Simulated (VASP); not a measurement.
# P (Pm-3n) in VASP: notebook

Runs on P. Level: PBE. Tasks: single point, relaxation of cell and atoms.

Program: VASP 6.6.1. These are calculated values, not measurements. Logs are shortened: lines on timing, memory, paths and dates and some standing lists are left out, and cuts for length are marked.

## 1. The cell of the first run

Symmetry: Pm-3n, No. 223, cubic system. The conventional cell has a = 4.900 Å, b = 4.900 Å, c = 4.900 Å, α = 90.00°, β = 90.00°, γ = 90.00°. Within 3.6 Å of P (site symmetry m-3) lie 12 P at 2.74 Å. P (site symmetry -4m2) has 14 P at 2.45 to 3.00 Å within 3.2 Å.

## 2. Single point, PBE

Contents of INCAR:

```
SYSTEM = P
PREC     = Accurate       ! precision mode
ENCUT    = 520            ! plane-wave cutoff, eV
EDIFF    = 1E-6           ! SCF threshold, eV
ISMEAR   = -1             ! smearing method
SIGMA    = 0.1            ! smearing width, eV
LREAL    = .FALSE.        ! projectors in reciprocal space
LASPH    = .TRUE.         ! aspherical terms in the spheres
NELM     = 60             ! most SCF steps
ALGO     = Normal         ! electronic algorithm
ISIF     = 2              ! what is computed and relaxed
LWAVE    = .FALSE.        ! write WAVECAR
LCHARG   = .FALSE.        ! write CHGCAR
GGA      = PE             ! functional
NBANDS   = 30             ! bands
```

Contents of KPOINTS:

```
Automatic mesh
0
G
  5 5 5
  0 0 0
```

Contents of POSCAR:

```
P
1.0
    4.9001102215      0.0000000000      0.0000000000
    0.0000000000      4.9001102215      0.0000000000
    0.0000000000      0.0000000000      4.9001102215
P
8
Direct
    0.0000000000      0.0000000000      0.0000000000
    0.5000000000      0.5000000000      0.5000000000
    0.2500000000      0.0000000000      0.5000000000
    0.7500000000      0.0000000000      0.5000000000
    0.5000000000      0.2500000000      1.0000000000
    0.5000000000      0.7500000000      0.0000000000
    0.0000000000      0.5000000000      0.2500000000
    0.0000000000      0.5000000000      0.7500000000
```

Potentials or basis: VASP PAW PBE potentials, release 64 (P).

Started as:

```bash
cat potpaw_PBE.64/P/POTCAR > POTCAR
mpirun -np 1 vasp_std > vasp.out
```

OUTCAR:

```text
SYSTEM = P
   PREC = Accurate
   ENCUT = 520
   EDIFF = 1E-6
   ISMEAR = -1
   LREAL = .FALSE.
   LASPH = .TRUE.
   NELM = 60
   ISIF = 2
   GGA = PE

 ion  position               nearest neighbor table
   1  0.000  0.000  0.000-   3 2.74   4 2.74   5 2.74   6 2.74   7 2.74   8 2.74   3 2.74   4 2.74
                             7 2.74   8 2.74   5 2.74   6 2.74
   2  0.500  0.500  0.500-   3 2.74   4 2.74   5 2.74   6 2.74   7 2.74   8 2.74   5 2.74   6 2.74
                             3 2.74   4 2.74   7 2.74   8 2.74
   3  0.250  0.000  0.500-   4 2.45   4 2.45   1 2.74   1 2.74   2 2.74   2 2.74
   4  0.750  0.000  0.500-   3 2.45   3 2.45   1 2.74   1 2.74   2 2.74   2 2.74
   5  0.500  0.250  0.000-   6 2.45   6 2.45   1 2.74   2 2.74   2 2.74   1 2.74
   6  0.500  0.750  0.000-   5 2.45   5 2.45   1 2.74   2 2.74   2 2.74   1 2.74
   7  0.000  0.500  0.250-   8 2.45   8 2.45   1 2.74   2 2.74   1 2.74   2 2.74
   8  0.000  0.500  0.750-   7 2.45   7 2.45   1 2.74   2 2.74   1 2.74   2 2.74

  LATTYP: Found a simple cubic cell.
 ALAT       =     4.9001102215

  Lattice vectors:

 A1 = (   4.9001102215,   0.0000000000,   0.0000000000)
 A2 = (   0.0000000000,   4.9001102215,   0.0000000000)
 A3 = (   0.0000000000,   0.0000000000,   4.9001102215)

Analysis of symmetry for initial positions (statically):
=====================================================================
 Subroutine PRICEL returns:
 Original cell was already a primitive cell.

 Routine SETGRP: Setting up the symmetry group for a
 simple cubic supercell.

 Subroutine GETGRP returns: Found 48 space group operations
 (whereof 24 operations were pure point group operations)
 out of a pool of 48 trial point group operations.

The static configuration has the point symmetry T_h .
 The point group associated with its full space group is O_h .

Analysis of symmetry for dynamics (positions and initial velocities):
=====================================================================
 Subroutine PRICEL returns:
 Original cell was already a primitive cell.

 Routine SETGRP: Setting up the symmetry group for a
 simple cubic supercell.

 Subroutine GETGRP returns: Found 48 space group operations
 (whereof 24 operations were pure point group operations)
 out of a pool of 48 trial point group operations.

The dynamic configuration has the point symmetry T_h .
 The point group associated with its full space group is O_h .

 Subroutine INISYM returns: Found 48 space group operations
 (whereof 24 operations are pure point group operations),
[... 98 lines left out ...]
   NFREE  =      0    steps in history (QN), initial steepest desc. (CG)
   ISIF   =      2    stress and relaxation
   ISYM   =      2    0-nonsym 1-usesym 2-fastsym
   POTIM  = 0.5000    time-step for ionic-motion
   TEBEG  =    0.0;   TEEND  =   0.0 temperature during run
   PSTRESS=    0.0 pullay stress
   NELECT =      40.0000    total number of electrons
   NUPDOWN=      -1.0000    fix difference up-down
   EMIN   =  10.00;   EMAX   =-10.00  energy-range for DOS
   EFERMI =   0.00;   METHOD = LEGACY
   ISMEAR =    -1;   SIGMA  =   0.10  broadening in eV -4-tet -1-fermi 0-gaus
   EFERMI_NEDOS =   21; number of points for ismear=-14 and -15
   IALGO  =     38    algorithm
   IMIX   =      4    mixing-type and parameters
     AMIX     =   0.40;   BMIX     =  1.00
     AMIX_MAG =   1.60;   BMIX_MAG =  1.00
  volume/ion in A,a.u.               =      14.71        99.25
  Fermi-wavevector in a.u.,A,eV,Ry     =   1.142586  2.159175 17.762450  1.305503
  Thomas-Fermi vector in A             =   2.279284
   LORBIT       =      0    0 simple, 1 ext, 2 COOP (PROOUT), +10 PAW based schemes
   GGA     = PE    functional components
   LHFCALC =     F    Hartree Fock is set to
   AEXX    =    0.0000 exact exchange contribution
   IVDW    =     0    specifies the selected vdW correction
   LEPSILON=     F    determine dielectric tensor
   LRPA    =     F    only Hartree local field effects (RPA)
 non-spin polarized calculation
  energy-cutoff  :      520.00
  volume of cell :      117.66
 maximum number of plane-waves:      3191
   NGX = 19   NGY = 19   NGZ = 19

 number of electron      39.9999992 magnetization

 Free energy of the ion-electron system (eV)
  ---------------------------------------------------
  ext. energy  EPLUGINS =         0.00000000
  ---------------------------------------------------
  free energy    TOTEN  =       -36.01359430 eV

  energy without entropy =      -35.88191989  energy(sigma->0) =      -35.94775709

 E-fermi :   9.4512     XC(G=0): -11.4253

 val. band max:        9.3590728250   @ k =   0.4000   0.2000   0.0000
 cond. band min:       9.4593901783   @ k =   0.4000   0.4000   0.4000
 fundamental gap:      0.1003173533
 Fermi energy:         9.4511653146

 k-point     1 :       0.0000    0.0000    0.0000
  band No.  band energies     occupation
      1      -6.6506      2.00000
      2      -1.9551      2.00000
      3      -1.9551      2.00000
      4      -1.7273      2.00000
      5       0.0615      2.00000
      6       0.0615      2.00000
[... 319 lines left out ...]
     29      11.2085      0.00000
     30      11.8356      0.00000

------------------------ aborting loop because EDIFF is reached ----------------------------------------

  FORCE on cell =-STRESS in cart. coord.  units (eV):
  Direction    XX          YY          ZZ          XY          YZ          ZX
  --------------------------------------------------------------------------------------
  -------------------------------------------------------------------------------------
  Total       -0.1182757     -0.1182757     -0.1182757      0.0000000      0.0000000      0.0000000
  in kB       -1.6106031     -1.6106031     -1.6106031      0.0000000      0.0000000      0.0000000
  external PRESSURE =      -1.6106031 kB  Pullay stress =       0.0000000 kB

 VOLUME and BASIS-vectors are now :
 -----------------------------------------------------------------------------
  energy-cutoff  :      520.00
  volume of cell :      117.66
      direct lattice vectors                 reciprocal lattice vectors
     4.900110222  0.000000000  0.000000000     0.204077042  0.000000000  0.000000000
     0.000000000  4.900110222  0.000000000     0.000000000  0.204077042  0.000000000
     0.000000000  0.000000000  4.900110222     0.000000000  0.000000000  0.204077042

 POSITION                                       TOTAL-FORCE (eV/Angst)
 -----------------------------------------------------------------------------------
      0.00000      0.00000      0.00000        -0.000000     -0.000000     -0.000000
      2.45006      2.45006      2.45006        -0.000000     -0.000000     -0.000000
      1.22503      0.00000      2.45006        -0.000000      0.000000      0.000000
      3.67508      0.00000      2.45006         0.000000     -0.000000      0.000000
      2.45006      1.22503      0.00000        -0.000000      0.000000      0.000000
      2.45006      3.67508      0.00000         0.000000     -0.000000      0.000000
      0.00000      2.45006      1.22503        -0.000000      0.000000     -0.000000
      0.00000      2.45006      3.67508         0.000000     -0.000000     -0.000000
 -----------------------------------------------------------------------------------
    total drift:                               -0.000000      0.000000     -0.000000

  FREE ENERGIE OF THE ION-ELECTRON SYSTEM (eV)
  ---------------------------------------------------
  free  energy   TOTEN  =       -36.0135942957 eV

  energy  without entropy=      -35.8819198882  energy(sigma->0) =      -35.94775709
```

stdout:

```text
POSCAR found type information on POSCAR P
 POSCAR found :  1 types and       8 ions
 scaLAPACK will be used
 LDA part: xc-table for (Slater+PW92), standard interpolation
 POSCAR, INCAR and KPOINTS ok, starting setup
 FFT: planning ... GRIDC
 FFT: planning ... GRID_SOFT
 FFT: planning ... GRID
 WAVECAR not read
 entering main loop
```

Run time: 21 s. Hardware: 1 thread of Intel Xeon 6975P-C, shared host; peak memory 0.2 GiB.

What came out:

```yaml
Free_energy: -36.0136 eV
Pressure: -0.2 GPa
Band_gap_on_the_k_mesh: zero (band 20 reaches 9.94 eV, above the bottom of band 21 at 9.29 eV)
```

## 3. Single point, PBE

Contents of INCAR:

```
PREC = Accurate
ENCUT = 520
EDIFF = 1E-6
ISMEAR = -1
SIGMA = 0.1
LREAL = False
LASPH = True
NELM = 100
ALGO = Normal
ISIF = 2
LWAVE = False
LCHARG = False
GGA = PE
NBANDS = 30
```

Contents of KPOINTS:

```
Automatic mesh
0
Gamma
  7 7 7
```

POSCAR is that of step 2.

Potentials or basis: VASP PAW PBE potentials, release 64 (P).

Started as:

```bash
cat potpaw_PBE.64/P/POTCAR > POTCAR
mpirun -np 1 vasp_std > vasp.out
```

It took 43 s on 1 thread of Intel Xeon 6975P-C, shared host; peak memory 0.21 GiB.

The run converged. Its results:

```yaml
Free_energy: -36.0309 eV
Pressure: 0.2 GPa
Band_gap_on_the_k_mesh: zero (band 20 reaches 10.07 eV, above the bottom of band 21 at 8.85 eV)
```

Levels at points of the mesh, in eV from the Fermi level:
```tsv
k point	band 18	band 19	band 20	band 21	band 22	band 23
(0.00, 0.00, 0.00)	-2.62	-2.62	-2.33	0.97	0.97	0.97
```

## 4. Relaxation of cell and atoms, PBE

This run uses another cell than the first one, of 15.22 Å³/atom, 1.035 times its volume.

Contents of INCAR:

```
PREC     = Accurate       # precision mode
ENCUT    = 600            # plane-wave cutoff, eV
EDIFF    = 1E-6           # SCF threshold, eV
ISMEAR   = -1             # smearing method
SIGMA    = 0.1            # smearing width, eV
LREAL    = False          # projectors in reciprocal space
LASPH    = True           # aspherical terms in the spheres
NELM     = 100            # most SCF steps
ALGO     = Normal         # electronic algorithm
ISIF     = 3              # what is computed and relaxed
LWAVE    = False          # write WAVECAR
LCHARG   = False          # write CHGCAR
GGA      = PE             # functional
IBRION   = 2              # ionic algorithm
NSW      = 80             # ionic steps
EDIFFG   = -0.01          # ionic threshold
```

Contents of KPOINTS:

```
Automatic mesh
0
Gamma
  5 5 5
```

Contents of POSCAR:

```
P
1.0
    4.9567132665      0.0000000000      0.0000000000
    0.0000000000      4.9567132665      0.0000000000
    0.0000000000      0.0000000000      4.9567132665
P
8
Direct
    0.0000000000      0.0000000000      0.0000000000
    0.5000000000      0.5000000000      0.5000000000
    0.2500000000      0.0000000000      0.5000000000
    0.7500000000      0.0000000000      0.5000000000
    0.5000000000      0.2500000000      0.0000000000
    0.5000000000      0.7500000000      0.0000000000
    0.0000000000      0.5000000000      0.2500000000
    0.0000000000      0.5000000000      0.7500000000
```

Potentials or basis: VASP PAW PBE potentials, release 64 (P).

Started as:

```bash
cat potpaw_PBE.64/P/POTCAR > POTCAR
mpirun -np 1 vasp_std > vasp.out
```

OUTCAR:

```text
PREC = Accurate
   ENCUT = 600
   EDIFF = 1E-6
   ISMEAR = -1
   LREAL = False
   LASPH = True
   NELM = 100
   ISIF = 3
   GGA = PE
   IBRION = 2
   NSW = 80
   EDIFFG = -0.01

 ion  position               nearest neighbor table
   1  0.000  0.000  0.000-   3 2.77   4 2.77   5 2.77   6 2.77   7 2.77   8 2.77   3 2.77   4 2.77
                             7 2.77   8 2.77   5 2.77   6 2.77
   2  0.500  0.500  0.500-   3 2.77   4 2.77   5 2.77   6 2.77   7 2.77   8 2.77   5 2.77   6 2.77
                             3 2.77   4 2.77   7 2.77   8 2.77
   3  0.250  0.000  0.500-   4 2.48   4 2.48   1 2.77   1 2.77   2 2.77   2 2.77
   4  0.750  0.000  0.500-   3 2.48   3 2.48   1 2.77   1 2.77   2 2.77   2 2.77
   5  0.500  0.250  0.000-   6 2.48   6 2.48   1 2.77   2 2.77   2 2.77   1 2.77
   6  0.500  0.750  0.000-   5 2.48   5 2.48   1 2.77   2 2.77   2 2.77   1 2.77
   7  0.000  0.500  0.250-   8 2.48   8 2.48   1 2.77   2 2.77   1 2.77   2 2.77
   8  0.000  0.500  0.750-   7 2.48   7 2.48   1 2.77   2 2.77   1 2.77   2 2.77

  LATTYP: Found a simple cubic cell.
 ALAT       =     4.9567132665

  Lattice vectors:

 A1 = (   4.9567132665,   0.0000000000,   0.0000000000)
 A2 = (   0.0000000000,   4.9567132665,   0.0000000000)
 A3 = (   0.0000000000,   0.0000000000,   4.9567132665)

Analysis of symmetry for initial positions (statically):
=====================================================================
[... 163 lines left out ...]

 number of electron      40.0000003 magnetization

 Free energy of the ion-electron system (eV)
  ---------------------------------------------------
  ext. energy  EPLUGINS =         0.00000000
  ---------------------------------------------------
  free energy    TOTEN  =       -35.97494548 eV

  energy without entropy =      -35.82852721  energy(sigma->0) =      -35.90173635

------------------------ aborting loop because EDIFF is reached ----------------------------------------

  FORCE on cell =-STRESS in cart. coord.  units (eV):
  Direction    XX          YY          ZZ          XY          YZ          ZX
  --------------------------------------------------------------------------------------
  -------------------------------------------------------------------------------------
  Total       -2.2107279     -2.2107279     -2.2107279     -0.0000000     -0.0000000     -0.0000000
  in kB      -29.0846936    -29.0846936    -29.0846936     -0.0000000     -0.0000000     -0.0000000
  external PRESSURE =     -29.0846936 kB  Pullay stress =       0.0000000 kB
[... 71 lines left out ...]
--------------------------------------- Ionic step        3  -------------------------------------------

 number of electron      40.0000005 magnetization

 Free energy of the ion-electron system (eV)
  ---------------------------------------------------
  ext. energy  EPLUGINS =         0.00000000
  ---------------------------------------------------
  free energy    TOTEN  =       -36.01535889 eV

  energy without entropy =      -35.88442446  energy(sigma->0) =      -35.94989167

 E-fermi :   9.4740     XC(G=0): -11.4324

 val. band max:        9.3797751585   @ k =   0.4000   0.2000   0.0000
 cond. band min:       9.4847201552   @ k =   0.4000   0.4000   0.4000
 fundamental gap:      0.1049449967
 Fermi energy:         9.4739818244

 k-point     1 :       0.0000    0.0000    0.0000
  band No.  band energies     occupation
      1      -6.6443      2.00000
      2      -1.9402      2.00000
      3      -1.9402      2.00000
      4      -1.7132      2.00000
      5       0.0752      2.00000
      6       0.0752      2.00000
[... 304 lines left out ...]
  FREE ENERGIE OF THE ION-ELECTRON SYSTEM (eV)
  ---------------------------------------------------
  free  energy   TOTEN  =       -36.0153588874 eV

  energy  without entropy=      -35.8844244605  energy(sigma->0) =      -35.94989167

 reached required accuracy - stopping structural energy minimisation
```

OSZICAR:

```text
N       E                     dE             d eps       ncg     rms          rms(c)
DAV:   1     0.152551684518E+03    0.15255E+03   -0.19506E+04   500   0.158E+03
DAV:   2    -0.231934826152E+02   -0.17575E+03   -0.17297E+03   619   0.217E+02
DAV:   3    -0.357601958094E+02   -0.12567E+02   -0.12287E+02   667   0.504E+01
[... 20 lines left out ...]
DAV:   2    -0.360156385233E+02    0.46399E-03   -0.14056E-03   604   0.193E-01    0.937E-02
DAV:   3    -0.360153717573E+02    0.26677E-03   -0.39175E-04   542   0.914E-02    0.233E-02
DAV:   4    -0.360153633900E+02    0.83674E-05   -0.20802E-05   637   0.217E-02    0.147E-02
DAV:   5    -0.360153597833E+02    0.36066E-05   -0.50135E-07   325   0.432E-03    0.307E-03
DAV:   6    -0.360153588874E+02    0.89594E-06   -0.19871E-07   286   0.248E-03
   3 F= -.36015359E+02 E0= -.35949892E+02  d E =-.404134E-01
```

Run time: 83 s. Hardware: 1 thread of Intel Xeon 6975P-C, shared host; peak memory 0.24 GiB.

What came out:

```
Free energy                            : -36.0154 eV
Relaxed volume                         : 14.68 Å³/atom
Relaxed cell                           : a = 4.897 Å, b = 4.897 Å, c = 4.897 Å, α = 90.00°, β = 90.00°, γ = 90.00°
Space group after relaxing (to 0.05 Å) : Pm-3n (No. 223)
Energy gained by relaxing              : 5.1 meV/atom
Ionic steps                            : 3
Pressure after relaxing                : 0.0 GPa
Band gap on the k mesh                 : zero (band 20 reaches 9.96 eV, above the bottom of band 21 at 9.31 eV)
```

Step by step:
```tsv
step	energy change (eV)	largest force (eV/Å)	pressure (GPa)	volume (Å³)
1	0.0000	0.0000	-2.91	121.78
2	-0.0398	0.0000	0.37	116.98
3	-0.0404	0.0000	0.00	117.47
```

Final structure:
```yaml
crystal:
  lattice:
    - [4.89749, 0.00000, 0.00000]
    - [0.00000, 4.89749, 0.00000]
    - [0.00000, 0.00000, 4.89749]
  atoms:
    - { symbol: P, position: [0.00000, 0.00000, 0.00000] }
    - { symbol: P, position: [0.50000, 0.50000, 0.50000] }
    - { symbol: P, position: [0.25000, 0.00000, 0.50000] }
    - { symbol: P, position: [0.75000, 0.00000, 0.50000] }
    - { symbol: P, position: [0.50000, 0.25000, 0.00000] }
    - { symbol: P, position: [0.50000, 0.75000, 0.00000] }
    - { symbol: P, position: [0.00000, 0.50000, 0.25000] }
    - { symbol: P, position: [0.00000, 0.50000, 0.75000] }
```

## 5. Summary

| task | cell | k mesh | cutoff (eV) | gap on the mesh (eV) | pressure (GPa) |
| --- | --- | --- | --- | --- | --- |
| single point | a = 4.900 Å, 8 atoms | 5 × 5 × 5 | 520 | none | -0.2 |
| single point | a = 4.900 Å, 8 atoms | 7 × 7 × 7 | 520 | none | 0.2 |
| relaxation of cell and atoms | relaxed from a = 4.957 Å, 8 atoms | 5 × 5 × 5 | 600 | none | 0.0 |

Alike in all rows: level PBE; potentials or basis VASP PAW PBE potentials, release 64 (P); no spin polarisation; smearing fermi-dirac 0.1 eV.

Absolute energies hang on the potentials; compare differences alone.
